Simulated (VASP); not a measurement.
# ZnAu (P4/mmm) in VASP: notebook

Runs on ZnAu. Level: PBEsol. Tasks: single point.

Everything below comes from runs of VASP 6.6.1. Logs are shortened: lines on timing, memory, paths and dates and some standing lists are left out, and cuts for length are marked.

## (1) The cell of the first run

It takes space group P4/mmm (No. 123, tetragonal). The conventional cell has a = 3.533 Å, b = 3.533 Å, c = 2.498 Å, α = 90.00°, β = 90.00°, γ = 90.00°. Within 3.3 Å of Zn (site symmetry 4/mmm) lie 2 Zn at 2.50 Å and 8 Au at 2.79 Å. Au (site symmetry 4/mmm) has 2 Au at 2.50 Å and 8 Zn at 2.79 Å within 3.3 Å.

## (2) Single point, PBEsol

Contents of INCAR:

```
ALGO = Normal ; EDIFF = 1E-7
ENCUT = 520 ; GGA = PS
ISIF = 2 ; ISMEAR = 0
LASPH = True ; LCHARG = False
LREAL = False ; LWAVE = False
NBANDS = 18 ; NELM = 100
PREC = Accurate ; SIGMA = 0.15
```

Contents of KPOINTS:

```
k-points
0
Gamma
  16 16 16
```

Contents of POSCAR:

```
ZnAu
1.0
    3.5325658942      0.0000000000      0.0000000000
    0.0000000000      3.5325658942      0.0000000000
    0.0000000000      0.0000000000      2.4975240872
Zn Au
1 1
Direct
    0.5000000000      0.5000000000      0.5000000000
    0.0000000000      0.0000000000      0.0000000000
```

Potentials or basis: VASP PAW PBE potentials, release 64 (Zn, Au).

The run is started by

```bash
cat potpaw_PBE.64/Zn/POTCAR potpaw_PBE.64/Au/POTCAR > POTCAR
mpirun -np 1 vasp_std > vasp.out
```

OUTCAR:

```text
EDIFF = 1E-7
   ENCUT = 520
   GGA = PS
   ISIF = 2
   ISMEAR = 0
   LASPH = True
   LREAL = False
   NELM = 100
   PREC = Accurate

 ion  position               nearest neighbor table
   1  0.500  0.500  0.500-   2 2.79   2 2.79   2 2.79   2 2.79   2 2.79   2 2.79   2 2.79   2 2.79

   2  0.000  0.000  0.000-   1 2.79   1 2.79   1 2.79   1 2.79   1 2.79   1 2.79   1 2.79   1 2.79

  LATTYP: Found a simple tetragonal cell.
 ALAT       =     3.5325658942
 C/A-ratio  =     0.7070000000

  Lattice vectors:

 A1 = (   3.5325658942,   0.0000000000,   0.0000000000)
 A2 = (   0.0000000000,   3.5325658942,   0.0000000000)
 A3 = (   0.0000000000,   0.0000000000,   2.4975240872)

Analysis of symmetry for initial positions (statically):
=====================================================================
 Subroutine PRICEL returns:
 Original cell was already a primitive cell.

 Routine SETGRP: Setting up the symmetry group for a
 simple tetragonal supercell.

 Subroutine GETGRP returns: Found 16 space group operations
 (whereof 16 operations were pure point group operations)
 out of a pool of 16 trial point group operations.

The static configuration has the point symmetry D_4h.

Analysis of symmetry for dynamics (positions and initial velocities):
=====================================================================
 Subroutine PRICEL returns:
 Original cell was already a primitive cell.

 Routine SETGRP: Setting up the symmetry group for a
 simple tetragonal supercell.

 Subroutine GETGRP returns: Found 16 space group operations
 (whereof 16 operations were pure point group operations)
 out of a pool of 16 trial point group operations.

The dynamic configuration has the point symmetry D_4h.

 Subroutine INISYM returns: Found 16 space group operations
 (whereof 16 operations are pure point group operations),
 and found     1 'primitive' translations

----------------------------------------------------------------------------------------

                                     Primitive cell

  volume of cell :      31.1667

  direct lattice vectors                    reciprocal lattice vectors
     3.532565894  0.000000000  0.000000000     0.283080353  0.000000000  0.000000000
     0.000000000  3.532565894  0.000000000     0.000000000  0.283080353  0.000000000
     0.000000000  0.000000000  2.497524087     0.000000000  0.000000000  0.400396539

  length of vectors
     3.532565894  3.532565894  2.497524087     0.283080353  0.283080353  0.400396539

  position of ions in fractional coordinates (direct lattice)
     0.500000000  0.500000000  0.500000000
     0.000000000  0.000000000  0.000000000

  ion indices of the primitive-cell ions
   primitive index   ion index
                 1           1
                 2           2

----------------------------------------------------------------------------------------

 KPOINTS: k-points

Automatic generation of k-mesh.
 Grid dimensions read from file:
 generate k-points for:   16   16   16

 Generating k-lattice:

  Cartesian coordinates                     Fractional coordinates (reciprocal lattice)
     0.017692522  0.000000000  0.000000000     0.062500000  0.000000000  0.000000000
     0.000000000  0.017692522  0.000000000     0.000000000  0.062500000  0.000000000
     0.000000000  0.000000000  0.025024784     0.000000000  0.000000000  0.062500000

  Length of vectors
     0.017692522  0.017692522  0.025024784

  Shift w.r.t. Gamma in fractional coordinates (k-lattice)
     0.000000000  0.000000000  0.000000000

 Subroutine IBZKPT returns following result:
 ===========================================

 Found    405 irreducible k-points:

 Following reciprocal coordinates:
            Coordinates               Weight
  0.000000  0.000000  0.000000      1.000000
  0.062500  0.000000  0.000000      4.000000
  0.125000  0.000000  0.000000      4.000000
  0.187500  0.000000  0.000000      4.000000
  0.250000  0.000000  0.000000      4.000000
  0.312500  0.000000  0.000000      4.000000
[... 16 lines left out ...]
  0.437500  0.125000  0.000000      8.000000
  0.500000  0.125000  0.000000      4.000000
 [... further k-points ...]
   k-points           NKPTS =    405   k-points in BZ     NKDIM =    405   number of bands    NBANDS=     18
   number of dos      NEDOS =    301   number of ions     NIONS =      2
   total plane-waves  NPLWV =  15680
   dimension x,y,z NGX =    28 NGY =   28 NGZ =   20
   dimension x,y,z NGXF=    56 NGYF=   56 NGZF=   40
   ions per type =               1   1
   NGX,Y,Z   is equivalent  to a cutoff of  13.18, 13.18, 13.31 a.u.
   NGXF,Y,Z  is equivalent  to a cutoff of  26.35, 26.35, 26.63 a.u.
 SYSTEM =  unknown system
   PREC   = accura    normal or accurate (medium, high low for compatibility)
   ISTART =      0    job   : 0-new  1-cont  2-samecut
   ICHARG =      2    charge: 1-file 2-atom 10-const
   ISPIN  =      1    spin polarized calculation?
   LNONCOLLINEAR =      F non collinear calculations
   LSORBIT =      F    spin-orbit coupling
   LASPH  =      T    aspherical Exc in radial PAW
   ENCUT  =  520.0 eV  38.22 Ry    6.18 a.u.   6.57  6.57  4.64*2*pi/ulx,y,z
   NELM   =    100;   NELMIN=  2; NELMDL= -5     # of ELM steps
   EDIFF  = 0.1E-06   stopping-criterion for ELM
   LREAL  =      F    real-space projection
   EDIFFG = 0.1E-05   stopping-criterion for IOM
   NSW    =      0    number of steps for IOM
   IBRION =     -1    ionic relax: 0-MD 1-quasi-New 2-CG
   NFREE  =      0    steps in history (QN), initial steepest desc. (CG)
   ISIF   =      2    stress and relaxation
   ISYM   =      2    0-nonsym 1-usesym 2-fastsym
   POTIM  = 0.5000    time-step for ionic-motion
   TEBEG  =    0.0;   TEEND  =   0.0 temperature during run
   PSTRESS=    0.0 pullay stress
   NELECT =      23.0000    total number of electrons
   NUPDOWN=      -1.0000    fix difference up-down
   EMIN   =  10.00;   EMAX   =-10.00  energy-range for DOS
   EFERMI =   0.00;   METHOD = LEGACY
   ISMEAR =     0;   SIGMA  =   0.15  broadening in eV -4-tet -1-fermi 0-gaus
   EFERMI_NEDOS =   21; number of points for ismear=-14 and -15
   IALGO  =     38    algorithm
   IMIX   =      4    mixing-type and parameters
     AMIX     =   0.40;   BMIX     =  1.00
     AMIX_MAG =   1.60;   BMIX_MAG =  1.00
  volume/ion in A,a.u.               =      15.58       105.16
  Fermi-wavevector in a.u.,A,eV,Ry     =   1.479406  2.795672 29.778283  2.188642
  Thomas-Fermi vector in A             =   2.593568
   LORBIT       =      0    0 simple, 1 ext, 2 COOP (PROOUT), +10 PAW based schemes
   GGA     = PS    functional components
   LHFCALC =     F    Hartree Fock is set to
   AEXX    =    0.0000 exact exchange contribution
   IVDW    =     0    specifies the selected vdW correction
   LEPSILON=     F    determine dielectric tensor
   LRPA    =     F    only Hartree local field effects (RPA)
 non-spin polarized calculation
 Gauss-broadening in eV      SIGMA  =   0.15
  energy-cutoff  :      520.00
  volume of cell :       31.17
 maximum number of plane-waves:       865
 NGX is ok and might be reduce to    28

 number of electron      23.0000028 magnetization

 Free energy of the ion-electron system (eV)
  ---------------------------------------------------
  ext. energy  EPLUGINS =         0.00000000
  ---------------------------------------------------
  free energy    TOTEN  =        -5.55256318 eV

  energy without entropy =       -5.54558314  energy(sigma->0) =       -5.54907316

 E-fermi :   6.8294     XC(G=0): -12.4863

 val. band max:        6.8119810766   @ k =   0.2500   0.2500   0.0625
 cond. band min:       6.8371079026   @ k =   0.3125   0.3125   0.1250
 fundamental gap:      0.0251268260
 Fermi energy:         6.8294145458

 k-point     1 :       0.0000    0.0000    0.0000
  band No.  band energies     occupation
      1      -3.8191      2.00000
      2      -1.7126      2.00000
      3      -1.2037      2.00000
      4      -0.9036      2.00000
      5      -0.3911      2.00000
      6      -0.2177      2.00000
[... 10 lines left out ...]
     17      20.9318      0.00000
     18      20.9318      0.00000

 k-point     2 :       0.0625    0.0000    0.0000
  band No.  band energies     occupation
      1      -3.7681      2.00000
      2      -1.7059      2.00000
      3      -1.1868      2.00000
      4      -0.8963      2.00000
      5      -0.3937      2.00000
      6      -0.2177      2.00000
[... 10 lines left out ...]
     17      20.7405      0.00000
     18      20.8616      0.00000

 k-point     3 :       0.1250    0.0000    0.0000
  band No.  band energies     occupation
      1      -3.6170      2.00000
      2      -1.6866      2.00000
      3      -1.1382      2.00000
      4      -0.8748      2.00000
      5      -0.4003      2.00000
      6      -0.2175      2.00000
[... 10 lines left out ...]
     17      20.2162      0.00000
     18      21.0934      0.00000

 k-point     4 :       0.1875    0.0000    0.0000
  band No.  band energies     occupation
      1      -3.3724      2.00000
      2      -1.6571      2.00000
      3      -1.0639      2.00000
      4      -0.8401      2.00000
      5      -0.4070      2.00000
      6      -0.2172      2.00000
[... 375 lines left out ...]
      4      -0.6284      2.00000
      5      -0.2256      2.00000
      6      -0.2227      2.00000
[... 10 lines left out ...]
     17      22.4997      0.00000
     18      23.5641      0.00000

 k-point    23 :       0.4375    0.1250    0.0000
  band No.  band energies     occupation
      1      -1.9534      2.00000
      2      -1.5832      2.00000
      3      -0.7365      2.00000
      4      -0.5911      2.00000
      5      -0.2237      2.00000
      6      -0.1981      2.00000
[... 10 lines left out ...]
     17      23.3023      0.00000
     18      24.3104      0.00000

 k-point    24 :       0.5000    0.1250    0.0000
  band No.  band energies     occupation
      1      -1.8418      2.00000
      2      -1.5994      2.00000
      3      -0.7288      2.00000
      4      -0.5784      2.00000
      5      -0.2229      2.00000
      6      -0.1986      2.00000
[... 10 lines left out ...]
     17      23.5385      0.00000
     18      24.7800      0.00000

 [... further k-points ...]
[... 5 lines left out ...]
  --------------------------------------------------------------------------------------
  -------------------------------------------------------------------------------------
  Total       -0.7143911     -0.7143911      6.6060528      0.0000000     -0.0000000      0.0000000
  in kB      -36.7245416    -36.7245416    339.5958641      0.0000000     -0.0000000      0.0000000
  external PRESSURE =      88.7155936 kB  Pullay stress =       0.0000000 kB

 VOLUME and BASIS-vectors are now :
 -----------------------------------------------------------------------------
  energy-cutoff  :      520.00
  volume of cell :       31.17
      direct lattice vectors                 reciprocal lattice vectors
     3.532565894  0.000000000  0.000000000     0.283080353  0.000000000  0.000000000
     0.000000000  3.532565894  0.000000000     0.000000000  0.283080353  0.000000000
     0.000000000  0.000000000  2.497524087     0.000000000  0.000000000  0.400396539

 POSITION                                       TOTAL-FORCE (eV/Angst)
 -----------------------------------------------------------------------------------
      1.76628      1.76628      1.24876         0.000000      0.000000      0.000000
      0.00000      0.00000      0.00000         0.000000      0.000000      0.000000
 -----------------------------------------------------------------------------------
    total drift:                                0.000000      0.000000      0.000000

  FREE ENERGIE OF THE ION-ELECTRON SYSTEM (eV)
  ---------------------------------------------------
  free  energy   TOTEN  =        -5.5525631832 eV

  energy  without entropy=       -5.5455831426  energy(sigma->0) =       -5.54907316
```

It took 2.8 min on 1 thread of AMD EPYC 7R43 (Zen 3), shared host; peak memory 0.3 GiB.

Results:

```
Free energy : -5.5526 eV
Pressure    : 8.9 GPa
```

Levels at points of the mesh, in eV from the Fermi level:
```csv
k point,band 9,band 10,band 11,band 12,band 13,band 14
"(0.00, 0.00, 0.00)",-4.09,-2.79,-2.79,1.99,1.99,5.35
"(0.50, 0.00, 0.00)",-5.45,-3.67,-3.03,-2.82,7.15,7.32
"(0.50, 0.50, 0.00)",-3.02,-3.02,-2.89,-2.89,-1.47,0.52
"(0.00, 0.00, 0.50)",-4.79,-4.07,-2.69,1.29,9.94,10.02
"(0.50, 0.00, 0.50)",-3.92,-2.70,-1.26,-0.28,3.51,4.48
"(0.50, 0.50, 0.50)",-3.50,-2.42,2.62,3.46,3.75,4.85
```

Caveat: the PAW data sets were made with another functional, which shifts forces and pressure a little; spin-orbit coupling is left out, which moves the levels of the heavy elements.

## (3) Single point, PBEsol

This run uses another cell than the first one, of the same volume but with other edges.

Contents of INCAR:

```
SYSTEM = ZnAu
PREC = Accurate ; ENCUT = 520
EDIFF = 1E-6 ; ISMEAR = 0
SIGMA = 0.15 ; LREAL = .False.
LASPH = .True. ; NELM = 100
ALGO = Normal ; ISIF = 2
LWAVE = .False. ; LCHARG = .True.
GGA = PS ; LELF = .True.
LVHAR = .True. ; NBANDS = 18
```

Contents of KPOINTS:

```
regular mesh
0
Gamma
  16 16 16
  0 0 0
```

Contents of POSCAR:

```
ZnAu
1.0
    2.8037994083      0.0000000000      0.0000000000
    0.0000000000      2.8037994083      0.0000000000
    0.0000000000      0.0000000000      3.9645723634
Zn Au
1 1
Direct
    0.5000000000      0.5000000000      0.5000000000
    0.0000000000      0.0000000000      0.0000000000
```

Potentials or basis: VASP PAW PBE potentials, release 64 (Zn, Au).

The run is started by

```bash
cat potpaw_PBE.64/Zn/POTCAR potpaw_PBE.64/Au/POTCAR > POTCAR
mpirun -np 1 vasp_std > vasp.out
```

Wall time 2.9 min (1 thread of AMD EPYC 7R43 (Zen 3), shared host); peak memory 0.31 GiB.

The run converged. Its results:

```
Free energy : -5.8665 eV
Pressure    : -1.2 GPa
```

Stress tensor (GPa, compression positive):
```
 0.64  0.00  0.00
 0.00  0.64  0.00
 0.00  0.00 -4.89
```

Levels at points of the mesh, in eV from the Fermi level:
| k point | band 8 | band 9 | band 10 | band 11 | band 12 | band 13 | band 14 | band 15 | band 16 | band 17 |
| --- | --- | --- | --- | --- | --- | --- | --- | --- | --- | --- |
| (0.00, 0.00, 0.00) | -5.82 | -3.68 | -3.68 | -3.06 | -0.45 | 4.00 | 8.79 | 8.79 | 14.35 | 14.93 |
| (0.50, 0.00, 0.00) | -5.85 | -4.43 | -4.37 | -3.70 | -0.75 | 6.09 | 6.50 | 7.96 | 8.23 | 14.87 |
| (0.50, 0.50, 0.00) | -4.69 | -4.06 | -2.00 | -0.49 | -0.49 | 3.91 | 3.92 | 7.19 | 9.26 | 9.26 |
| (0.00, 0.00, 0.50) | -6.78 | -4.75 | -4.08 | -4.08 | -3.08 | 12.40 | 12.42 | 12.42 | 12.53 | 13.26 |
| (0.50, 0.00, 0.50) | -4.20 | -3.68 | -3.61 | -2.68 | -2.14 | 1.08 | 1.30 | 13.97 | 14.80 | 15.30 |
| (0.50, 0.50, 0.50) | -6.19 | -3.85 | -2.00 | 2.31 | 3.81 | 3.81 | 4.36 | 4.36 | 4.79 | 5.39 |

Caveat: the PAW data sets were made with another functional, which shifts forces and pressure a little; spin-orbit coupling is left out, which moves the levels of the heavy elements.

## (4) Single point, PBEsol

This run uses another cell than the first one, of the same volume but with other edges.

Contents of INCAR:

```
  ALGO = Normal
  EDIFF = 1E-6
  ENCUT = 520
  GGA = PS
  ISIF = 2
  ISMEAR = 0
  LASPH = T
  LCHARG = F
  LREAL = F
  LWAVE = F
  NBANDS = 18
  NELM = 100
  PREC = Accurate
  SIGMA = 0.15
```

Contents of KPOINTS:

```
k-points
0
Gamma
  16 16 16
```

Contents of POSCAR:

```
ZnAu
1.0
    2.9614403829      0.0000000000      0.0000000000
    0.0000000000      2.9614403829      0.0000000000
    0.0000000000      0.0000000000      3.5537284595
Zn Au
1 1
Direct
    0.5000000000      0.5000000000      0.5000000000
    0.0000000000      0.0000000000      0.0000000000
```

The run is started by

```bash
cat potpaw_PBE.64/Zn/POTCAR potpaw_PBE.64/Au/POTCAR > POTCAR
mpirun -np 1 vasp_std > vasp.out
```

Run time: 3 min. Hardware: 1 thread of AMD EPYC 7R43 (Zen 3), shared host; peak memory 0.31 GiB.

The run converged. Its results:

```yaml
Free_energy: -5.9376 eV
Pressure: -2.0 GPa
```

Stress tensor (GPa, compression positive):
```
-1.45  0.00  0.00
 0.00 -1.45  0.00
 0.00  0.00 -3.23
```

Levels at points of the mesh, in eV from the Fermi level:
| k point | band 9 | band 10 | band 11 | band 12 | band 13 | band 14 | band 15 | band 16 |
| --- | --- | --- | --- | --- | --- | --- | --- | --- |
| (0.00, 0.00, 0.00) | -3.74 | -3.74 | -3.40 | 1.77 | 6.80 | 6.90 | 6.90 | 13.09 |
| (0.50, 0.00, 0.00) | -4.89 | -4.60 | -3.89 | -1.51 | 8.16 | 8.36 | 9.40 | 10.36 |
| (0.50, 0.50, 0.00) | -4.34 | -2.57 | -1.25 | -1.25 | 2.38 | 3.31 | 8.27 | 10.64 |
| (0.00, 0.00, 0.50) | -4.44 | -4.44 | -3.76 | -3.48 | 11.31 | 11.71 | 11.71 | 12.12 |
| (0.50, 0.00, 0.50) | -3.79 | -3.42 | -2.42 | -2.12 | 0.63 | 1.97 | 12.02 | 13.93 |
| (0.50, 0.50, 0.50) | -3.54 | -2.56 | 1.67 | 3.66 | 3.66 | 4.15 | 4.25 | 5.13 |

Caveat: the PAW data sets were made with another functional, which shifts forces and pressure a little; spin-orbit coupling is left out, which moves the levels of the heavy elements.

## (5) Single point, PBEsol

This run uses another cell than the first one, of the same volume but with other edges.

Contents of INCAR:

```
SYSTEM = ZnAu
  ALGO = Normal
  EDIFF = 1E-6
  ENCUT = 520
  GGA = PS
  ISIF = 2
  ISMEAR = 0
  LASPH = .True.
  LCHARG = .False.
  LREAL = .False.
  LWAVE = .False.
  NBANDS = 18
  NELM = 100
  PREC = Accurate
  SIGMA = 0.15
```

Contents of KPOINTS:

```
k-points
0
Gamma
  16 16 16
  0 0 0
```

Contents of POSCAR:

```
ZnAu
1.0
    3.3221846532      0.0000000000      0.0000000000
    0.0000000000      3.3221846532      0.0000000000
    0.0000000000      0.0000000000      2.8238569552
Zn Au
1 1
Direct
    0.5000000000      0.5000000000      0.5000000000
    0.0000000000      0.0000000000      0.0000000000
```

The run is started by

```bash
cat potpaw_PBE.64/Zn/POTCAR potpaw_PBE.64/Au/POTCAR > POTCAR
mpirun -np 1 vasp_std > vasp.out
```

Wall time 2.5 min (1 thread of AMD EPYC 7R43 (Zen 3), shared host); peak memory 0.31 GiB.

Results (log left out):

* Free energy: -5.9219 eV
* Pressure: -1.2 GPa

Stress tensor (GPa, compression positive):
```
-2.74  0.00  0.00
 0.00 -2.74  0.00
 0.00  0.00  1.79
```

Levels at points of the mesh, in eV from the Fermi level:
```tsv
k point	band 10	band 11	band 12	band 13	band 14	band 15
(0.00, 0.00, 0.00)	-3.52	-3.52	3.41	3.41	7.52	8.60
(0.50, 0.00, 0.00)	-4.16	-3.62	-3.06	9.05	9.09	9.55
(0.50, 0.50, 0.00)	-3.58	-2.60	-2.60	-0.38	1.59	13.23
(0.00, 0.00, 0.50)	-4.39	-4.12	-0.80	9.96	10.48	10.51
(0.50, 0.00, 0.50)	-2.98	-1.81	-1.44	1.93	2.87	9.42
(0.50, 0.50, 0.50)	-2.79	1.62	3.45	4.03	4.03	4.12
```

Caveat: the PAW data sets were made with another functional, which shifts forces and pressure a little; spin-orbit coupling is left out, which moves the levels of the heavy elements.

[end of part 1 of 2]
